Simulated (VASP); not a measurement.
# BaCa3O4 in VASP: further runs

The runs below take BaCa3O4 through single point, with PBE.

Program: VASP 6.6.1. These are calculated values, not measurements. Logs are shortened: lines on timing, memory, paths and dates and some standing lists are left out, and cuts for length are marked.

**1. The cell of the first run**

Symmetry: Pm-3m, No. 221, cubic system. The conventional cell has a = 5.108 Å, b = 5.108 Å, c = 5.108 Å, α = 90.00°, β = 90.00°, γ = 90.00°. Within 3.4 Å of Ba (site symmetry m-3m) lie 6 O at 2.55 Å. Ca (site symmetry 4/mmm) has 6 O at 2.55 Å within 3.4 Å. O (site symmetry 4/mmm) has 2 Ba at 2.55 Å and 4 Ca at 2.55 Å within 3.4 Å. Within 3.4 Å of O (site symmetry m-3m) lie 6 Ca at 2.55 Å.

**2. Single point, PBE**

INCAR reads:

```
ALGO = Normal
EDIFF = 1E-6
ENCUT = 520
GGA = PE
ISIF = 2
ISMEAR = -1
LASPH = True
LCHARG = True
LELF = True
LREAL = False
LVHAR = True
LWAVE = False
NBANDS = 42
NELM = 60
PREC = Accurate
SIGMA = 0.05
```

KPOINTS reads:

```
k-points
0
Gamma
  5 5 5
```

POSCAR reads:

```
BaCa3O4
1.0
    5.1082460000      0.0000000000      0.0000000000
    0.0000000000      5.1082460000      0.0000000000
    0.0000000000      0.0000000000      5.1082460000
Ba Ca O
1 3 4
Direct
    0.5000000000      0.5000000000      0.5000000000
    0.5000000000      0.0000000000      0.0000000000
    0.0000000000      0.5000000000      0.0000000000
    0.0000000000      0.0000000000      0.5000000000
    0.0000000000      0.5000000000      0.5000000000
    0.5000000000      0.0000000000      0.5000000000
    0.5000000000      0.5000000000      0.0000000000
    0.0000000000      0.0000000000      0.0000000000
```

Potentials or basis: VASP PAW PBE potentials, release 64 (Ba_sv, Ca_sv, O).

Command:

```bash
$ cat potpaw_PBE.64/Ba_sv/POTCAR potpaw_PBE.64/Ca_sv/POTCAR potpaw_PBE.64/O/POTCAR > POTCAR
$ mpirun -np 1 vasp_std > vasp.out
```

OUTCAR:

```text
EDIFF = 1E-6
   ENCUT = 520
   GGA = PE
   ISIF = 2
   ISMEAR = -1
   LASPH = True
   LREAL = False
   NELM = 60
   PREC = Accurate

 ion  position               nearest neighbor table
   1  0.500  0.500  0.500-   5 2.55   6 2.55   7 2.55   7 2.55   6 2.55   5 2.55   2 3.61   3 3.61
                             2 3.61   2 3.61   4 3.61   3 3.61   2 3.61   3 3.61   4 3.61   4 3.61
   2  0.500  0.000  0.000-   6 2.55   7 2.55   8 2.55   6 2.55   7 2.55   8 2.55   1 3.61   1 3.61
                             1 3.61   1 3.61
   3  0.000  0.500  0.000-   5 2.55   7 2.55   8 2.55   5 2.55   8 2.55   7 2.55   1 3.61   1 3.61
                             1 3.61   1 3.61
   4  0.000  0.000  0.500-   5 2.55   6 2.55   8 2.55   8 2.55   5 2.55   6 2.55   1 3.61   1 3.61
                             1 3.61   1 3.61
   5  0.000  0.500  0.500-   1 2.55   3 2.55   4 2.55   3 2.55   4 2.55   1 2.55
   6  0.500  0.000  0.500-   1 2.55   2 2.55   4 2.55   2 2.55   1 2.55   4 2.55
   7  0.500  0.500  0.000-   1 2.55   2 2.55   3 2.55   1 2.55   2 2.55   3 2.55
   8  0.000  0.000  0.000-   2 2.55   3 2.55   4 2.55   4 2.55   3 2.55   2 2.55

  LATTYP: Found a simple cubic cell.
 ALAT       =     5.1082460000

  Lattice vectors:

 A1 = (   5.1082460000,   0.0000000000,   0.0000000000)
 A2 = (   0.0000000000,   5.1082460000,   0.0000000000)
 A3 = (   0.0000000000,   0.0000000000,   5.1082460000)

Analysis of symmetry for initial positions (statically):
=====================================================================
 Subroutine PRICEL returns:
 Original cell was already a primitive cell.

 Routine SETGRP: Setting up the symmetry group for a
 simple cubic supercell.

 Subroutine GETGRP returns: Found 48 space group operations
 (whereof 48 operations were pure point group operations)
 out of a pool of 48 trial point group operations.

The static configuration has the point symmetry O_h .

Analysis of symmetry for dynamics (positions and initial velocities):
=====================================================================
 Subroutine PRICEL returns:
 Original cell was already a primitive cell.

 Routine SETGRP: Setting up the symmetry group for a
 simple cubic supercell.

 Subroutine GETGRP returns: Found 48 space group operations
 (whereof 48 operations were pure point group operations)
 out of a pool of 48 trial point group operations.

The dynamic configuration has the point symmetry O_h .

 Subroutine INISYM returns: Found 48 space group operations
 (whereof 48 operations are pure point group operations),
 and found     1 'primitive' translations

[... 98 lines left out ...]
   ISYM   =      2    0-nonsym 1-usesym 2-fastsym
   POTIM  = 0.5000    time-step for ionic-motion
   TEBEG  =    0.0;   TEEND  =   0.0 temperature during run
   PSTRESS=    0.0 pullay stress
   NELECT =      64.0000    total number of electrons
   NUPDOWN=      -1.0000    fix difference up-down
   EMIN   =  10.00;   EMAX   =-10.00  energy-range for DOS
   EFERMI =   0.00;   METHOD = LEGACY
   ISMEAR =    -1;   SIGMA  =   0.05  broadening in eV -4-tet -1-fermi 0-gaus
   EFERMI_NEDOS =   21; number of points for ismear=-14 and -15
   IALGO  =     38    algorithm
   IMIX   =      4    mixing-type and parameters
     AMIX     =   0.40;   BMIX     =  1.00
     AMIX_MAG =   1.60;   BMIX_MAG =  1.00
  volume/ion in A,a.u.               =      16.66       112.44
  Fermi-wavevector in a.u.,A,eV,Ry     =   1.281926  2.422489 22.358927  1.643335
  Thomas-Fermi vector in A             =   2.414268
   LORBIT       =      0    0 simple, 1 ext, 2 COOP (PROOUT), +10 PAW based schemes
   GGA     = PE    functional components
   LHFCALC =     F    Hartree Fock is set to
   AEXX    =    0.0000 exact exchange contribution
   IVDW    =     0    specifies the selected vdW correction
   LEPSILON=     F    determine dielectric tensor
   LRPA    =     F    only Hartree local field effects (RPA)
 non-spin polarized calculation
  energy-cutoff  :      520.00
  volume of cell :      133.30
 maximum number of plane-waves:      3695
 NGX is ok and might be reduce to    40
   NGX = 19   NGY = 19   NGZ = 19

 number of electron      64.0000028 magnetization

 Free energy of the ion-electron system (eV)
  ---------------------------------------------------
  ext. energy  EPLUGINS =         0.00000000
  ---------------------------------------------------
  free energy    TOTEN  =       -48.77903764 eV

  energy without entropy =      -48.77903764  energy(sigma->0) =      -48.77903764

 E-fermi :   3.8890     XC(G=0):  -9.9181

 val. band max:        2.6494471077   @ k =   0.0000   0.0000   0.0000
 cond. band min:       4.9939781286   @ k =   0.0000   0.0000   0.0000
 fundamental gap:      2.3445310208
 Fermi energy:         3.8889523340

 k-point     1 :       0.0000    0.0000    0.0000
  band No.  band energies     occupation
      1     -36.8724      2.00000
      2     -36.8286      2.00000
      3     -36.8286      2.00000
      4     -22.1656      2.00000
      5     -18.0105      2.00000
      6     -18.0105      2.00000
[... 439 lines left out ...]
     41       8.7979      0.00000
     42       8.9935      0.00000

------------------------ aborting loop because EDIFF is reached ----------------------------------------

  FORCE on cell =-STRESS in cart. coord.  units (eV):
  Direction    XX          YY          ZZ          XY          YZ          ZX
  --------------------------------------------------------------------------------------
  -------------------------------------------------------------------------------------
  Total       -0.1046722     -0.1046722     -0.1046722      0.0000000      0.0000000     -0.0000000
  in kB       -1.2581335     -1.2581335     -1.2581335      0.0000000      0.0000000     -0.0000000
  external PRESSURE =      -1.2581335 kB  Pullay stress =       0.0000000 kB

 VOLUME and BASIS-vectors are now :
 -----------------------------------------------------------------------------
  energy-cutoff  :      520.00
  volume of cell :      133.30
      direct lattice vectors                 reciprocal lattice vectors
     5.108246000  0.000000000  0.000000000     0.195761911  0.000000000  0.000000000
     0.000000000  5.108246000  0.000000000     0.000000000  0.195761911  0.000000000
     0.000000000  0.000000000  5.108246000     0.000000000  0.000000000  0.195761911

 POSITION                                       TOTAL-FORCE (eV/Angst)
 -----------------------------------------------------------------------------------
      2.55412      2.55412      2.55412         0.000000      0.000000      0.000000
      2.55412      0.00000      0.00000         0.000000      0.000000      0.000000
      0.00000      2.55412      0.00000         0.000000      0.000000      0.000000
      0.00000      0.00000      2.55412         0.000000      0.000000      0.000000
      0.00000      2.55412      2.55412         0.000000      0.000000      0.000000
      2.55412      0.00000      2.55412         0.000000      0.000000      0.000000
      2.55412      2.55412      0.00000         0.000000      0.000000      0.000000
      0.00000      0.00000      0.00000         0.000000      0.000000      0.000000
 -----------------------------------------------------------------------------------
    total drift:                                0.000000      0.000000     -0.000000

  FREE ENERGIE OF THE ION-ELECTRON SYSTEM (eV)
  ---------------------------------------------------
  free  energy   TOTEN  =       -48.7790376409 eV

  energy  without entropy=      -48.7790376408  energy(sigma->0) =      -48.77903764
```

OSZICAR:

```text
N       E                     dE             d eps       ncg     rms          rms(c)
DAV:   1     0.649238113634E+03    0.64924E+03   -0.31720E+04   840   0.149E+03
DAV:   2    -0.290630184216E+01   -0.65214E+03   -0.62755E+03  1036   0.420E+02
DAV:   3    -0.549657330766E+02   -0.52059E+02   -0.51750E+02  1226   0.116E+02
DAV:   4    -0.568754594329E+02   -0.19097E+01   -0.19035E+01  1232   0.209E+01
DAV:   5    -0.569723253730E+02   -0.96866E-01   -0.96842E-01  1272   0.363E+00    0.191E+01
DAV:   6    -0.488614111533E+02    0.81109E+01   -0.48716E+01  1118   0.349E+01    0.100E+01
DAV:   7    -0.488348099765E+02    0.26601E-01   -0.61717E+00  1112   0.115E+01    0.505E+00
DAV:   8    -0.488020526799E+02    0.32757E-01   -0.87895E-01  1048   0.446E+00    0.150E+00
DAV:   9    -0.487721247933E+02    0.29928E-01   -0.15761E-01  1208   0.202E+00    0.434E-01
DAV:  10    -0.487777262502E+02   -0.56015E-02   -0.49199E-02  1136   0.822E-01    0.280E-01
DAV:  11    -0.487795164272E+02   -0.17902E-02   -0.13832E-02  1160   0.585E-01    0.184E-01
DAV:  12    -0.487790123228E+02    0.50410E-03   -0.33788E-03  1200   0.294E-01    0.485E-02
DAV:  13    -0.487790313487E+02   -0.19026E-04   -0.71501E-04  1040   0.104E-01    0.207E-02
DAV:  14    -0.487790404973E+02   -0.91486E-05   -0.43275E-05  1272   0.294E-02    0.167E-02
DAV:  15    -0.487790376817E+02    0.28156E-05   -0.11811E-05  1032   0.154E-02    0.515E-03
DAV:  16    -0.487790376409E+02    0.40801E-07   -0.38364E-06   944   0.923E-03
   1 F= -.48779038E+02 E0= -.48779038E+02  d E =-.246807E-10
```

Wall time 81 s (1 thread of Intel Xeon Platinum 8488C (Sapphire Rapids), shared host); peak memory 0.26 GiB.

What came out:

```yaml
Free_energy: -48.7790 eV
Pressure: -0.1 GPa
Band_gap_on_the_k_mesh: 2.34 eV
```

Caveat: spin-orbit coupling is left out, which moves the levels of the heavy elements; an odd mesh through Γ misses points on the zone boundary, where band edges can lie.

**3. Single point, PBE**

This run uses another cell than the first one, of 17.00 Å³/atom.

INCAR reads:

```
ALGO     = Normal         # electronic algorithm
EDIFF    = 1E-6           # SCF threshold, eV
ENCUT    = 520            # plane-wave cutoff, eV
GGA      = PE             # functional
ISIF     = 2              # what is computed and relaxed
ISMEAR   = -1             # smearing method
LASPH    = T              # aspherical terms in the spheres
LCHARG   = F              # write CHGCAR
LREAL    = F              # projectors in reciprocal space
LWAVE    = F              # write WAVECAR
NBANDS   = 42             # bands
NELM     = 80             # most SCF steps
PREC     = Accurate       # precision mode
SIGMA    = 0.05           # smearing width, eV
```

KPOINTS is that of step 2.

POSCAR, as its differences from that of step 2:

```diff
@@ -2,5 +2,5 @@
 1.0
-    5.1082460000      0.0000000000      0.0000000000
-    0.0000000000      5.1082460000      0.0000000000
-    0.0000000000      0.0000000000      5.1082460000
+    5.1420764296      0.0000000000      0.0000000000
+    0.0000000000      5.1420764296      0.0000000000
+    0.0000000000      0.0000000000      5.1420764296
 Ba Ca O
```

Potentials or basis: VASP PAW PBE potentials, release 64 (Ba_sv, Ca_sv, O).

Command:

```bash
$ cat potpaw_PBE.64/Ba_sv/POTCAR potpaw_PBE.64/Ca_sv/POTCAR potpaw_PBE.64/O/POTCAR > POTCAR
$ mpirun -np 1 vasp_std > vasp.out
```

Wall time 68 s (1 thread of Intel Xeon Platinum 8488C (Sapphire Rapids), shared host); peak memory 0.26 GiB.

It converged, with:

| Quantity | Value |
| --- | --- |
| Free energy | -48.7649 eV |
| Pressure | -1.8 GPa |
| Band gap on the k mesh | 2.41 eV |

Levels at points of the mesh, in eV from the valence-band top:
| k point | band 30 | band 31 | band 32 | band 33 | band 34 | band 35 |
| --- | --- | --- | --- | --- | --- | --- |
| (0.00, 0.00, 0.00) | 0.00 | 0.00 | 0.00 | 2.41 | 2.41 | 2.41 |

Caveat: spin-orbit coupling is left out, which moves the levels of the heavy elements; an odd mesh through Γ misses points on the zone boundary, where band edges can lie.

**4. Single point, PBE**

This run uses another cell than the first one, of 17.33 Å³/atom.

INCAR reads:

```
ALGO = Normal
EDIFF = 1E-6
ENCUT = 520
GGA = PE
ISIF = 2
ISMEAR = -1
LASPH = T
LCHARG = F
LREAL = F
LWAVE = F
NBANDS = 42
NELM = 100
PREC = Accurate
SIGMA = 0.05
```

KPOINTS is that of step 3.

POSCAR, as its differences from that of step 3:

```diff
@@ -2,5 +2,5 @@
 1.0
-    5.1420764296      0.0000000000      0.0000000000
-    0.0000000000      5.1420764296      0.0000000000
-    0.0000000000      0.0000000000      5.1420764296
+    5.1754674719      0.0000000000      0.0000000000
+    0.0000000000      5.1754674719      0.0000000000
+    0.0000000000      0.0000000000      5.1754674719
 Ba Ca O
```

Command:

```bash
$ cat potpaw_PBE.64/Ba_sv/POTCAR potpaw_PBE.64/Ca_sv/POTCAR potpaw_PBE.64/O/POTCAR > POTCAR
$ mpirun -np 1 vasp_std > vasp.out
```

Wall time 96 s (1 thread of Intel Xeon Platinum 8488C (Sapphire Rapids), shared host); peak memory 0.27 GiB.

Results (log left out):

```
Free energy            : -48.7240 eV
Pressure               : -3.3 GPa
Band gap on the k mesh : 2.47 eV
```

Levels at points of the mesh, in eV from the valence-band top:
```csv
k point,band 30,band 31,band 32,band 33,band 34,band 35
"(0.00, 0.00, 0.00)",0.00,0.00,0.00,2.47,2.47,2.47
```

Caveat: the cell stands under tension; spin-orbit coupling is left out, which moves the levels of the heavy elements; an odd mesh through Γ misses points on the zone boundary, where band edges can lie.

**5. Single point, PBE**

This run uses another cell than the first one, of 17.66 Å³/atom.

INCAR reads:

```
  PREC = Accurate
  ENCUT = 520
  EDIFF = 1E-6
  ISMEAR = -1
  SIGMA = 0.05
  LREAL = F
  LASPH = T
  NELM = 80
  ALGO = Normal
  ISIF = 2
  LWAVE = F
  LCHARG = F
  GGA = PE
  NBANDS = 42
```

KPOINTS reads:

```
regular mesh
0
Gamma
  5 5 5
```

POSCAR, as its differences from that of step 4:

```diff
@@ -2,5 +2,5 @@
 1.0
-    5.1754674719      0.0000000000      0.0000000000
-    0.0000000000      5.1754674719      0.0000000000
-    0.0000000000      0.0000000000      5.1754674719
+    5.2084331217      0.0000000000      0.0000000000
+    0.0000000000      5.2084331217      0.0000000000
+    0.0000000000      0.0000000000      5.2084331217
 Ba Ca O
```

Command:

```bash
$ cat potpaw_PBE.64/Ba_sv/POTCAR potpaw_PBE.64/Ca_sv/POTCAR potpaw_PBE.64/O/POTCAR > POTCAR
$ mpirun -np 1 vasp_std > vasp.out
```

Wall time 1.7 min (1 thread of Intel Xeon Platinum 8488C (Sapphire Rapids), shared host); peak memory 0.26 GiB.

Results (log left out):

```
Free energy            : -48.6589 eV
Pressure               : -4.7 GPa
Band gap on the k mesh : 2.52 eV
```

Levels at points of the mesh, in eV from the valence-band top:
| k point | band 29 | band 30 | band 31 | band 32 | band 33 | band 34 | band 35 | band 36 |
| --- | --- | --- | --- | --- | --- | --- | --- | --- |
| (0.00, 0.00, 0.00) | -0.91 | 0.00 | 0.00 | 0.00 | 2.52 | 2.52 | 2.52 | 2.58 |

Caveat: the cell stands under tension; spin-orbit coupling is left out, which moves the levels of the heavy elements; an odd mesh through Γ misses points on the zone boundary, where band edges can lie.

**6. Single point, PBE (atoms moved at random)**

INCAR reads:

```
SYSTEM = BaCa3O4
  PREC = Accurate
  ENCUT = 520
  EDIFF = 1E-6
  ISMEAR = -1
  SIGMA = 0.05
  LREAL = .False.
  LASPH = .True.
  NELM = 60
  ALGO = Normal
  ISIF = 2
  LWAVE = .False.
  LCHARG = .True.
  GGA = PE
  LELF = .True.
  LVHAR = .True.
  NBANDS = 42
```

KPOINTS reads:

```
Automatic mesh
0
Gamma
  5 5 5
  0 0 0
```

POSCAR reads:

```
BaCa3O4
1.0
    5.1082460000      0.0000000000      0.0000000000
    0.0000000000      5.1082460000      0.0000000000
    0.0000000000      0.0000000000      5.1082460000
Ba Ca O
1 3 4
Direct
    0.4978610000      0.5024020000      0.4918870000
    0.4939520000      0.0052680000     -0.0032230000
    0.0013260000      0.4846880000      0.0026320000
    0.0102690000      0.0061650000      0.5043750000
    0.0033130000      0.5077230000      0.4997050000
    0.4930250000     -0.0058500000      0.5076570000
    0.4986930000      0.5043310000     -0.0076000000
   -0.0026600000     -0.0023020000      0.0035880000
```

Potentials or basis: VASP PAW PBE potentials, release 64 (Ba_sv, Ca_sv, O).

Command:

```bash
$ cat potpaw_PBE.64/Ba_sv/POTCAR potpaw_PBE.64/Ca_sv/POTCAR potpaw_PBE.64/O/POTCAR > POTCAR
$ mpirun -np 1 vasp_std > vasp.out
```

Run time: 7.8 min. Hardware: 1 thread of Intel Xeon Platinum 8488C (Sapphire Rapids), shared host; peak memory 0.45 GiB.

It converged, with:

```yaml
Free_energy: -48.7189 eV
Pressure: 0.0 GPa
Largest_force: 0.526 eV/Å
Band_gap_on_the_k_mesh: 2.34 eV
```

Forces in eV/Å, atoms in the order of the input:
```
Ba   0.419 -0.122  0.094
Ca   0.188 -0.324 -0.089
Ca  -0.116  0.494 -0.136
Ca  -0.240 -0.365 -0.025
O   -0.177 -0.227  0.022
O   -0.119  0.454  0.061
O   -0.062 -0.220  0.079
O    0.107  0.310 -0.005
```

Stress tensor (GPa, compression positive):
```
 0.08 -0.04  0.02
-0.04 -0.11  0.02
 0.02  0.02  0.02
```

Levels at points of the mesh, in eV from the valence-band top:
```tsv
k point	band 30	band 31	band 32	band 33	band 34	band 35
(0.00, 0.00, 0.00)	-0.05	0.00	0.00	2.34	2.35	2.37
```

Caveat: the cell differs from its parent crystal (atoms moved at random); spin-orbit coupling is left out, which moves the levels of the heavy elements; an odd mesh through Γ misses points on the zone boundary, where band edges can lie.

**7. The runs side by side**

| cell | gap on the mesh (eV) | pressure (GPa) |
| --- | --- | --- |
| a = 5.108 Å, 8 atoms, atomic positions A | 2.34 | -0.1 |
| a = 5.142 Å, 8 atoms, atomic positions A | 2.41 | -1.8 |
| a = 5.175 Å, 8 atoms, atomic positions A | 2.47 | -3.3 |
| a = 5.208 Å, 8 atoms, atomic positions A | 2.52 | -4.7 |
| a = 5.108 Å, 8 atoms, atomic positions B | 2.34 | 0.0 |

Alike in all rows: task single point; level PBE; potentials or basis VASP PAW PBE potentials, release 64 (Ba_sv, Ca_sv, O); no spin polarisation; k mesh 5 × 5 × 5; cutoff (eV) 520; smearing fermi-dirac 0.05 eV.

Caveats: spin-orbit coupling is left out, which moves the levels of the heavy elements; an odd mesh through Γ misses points on the zone boundary, where band edges can lie; the cell stands under tension (at least some runs).

Absolute energies hang on the potentials; compare differences alone.
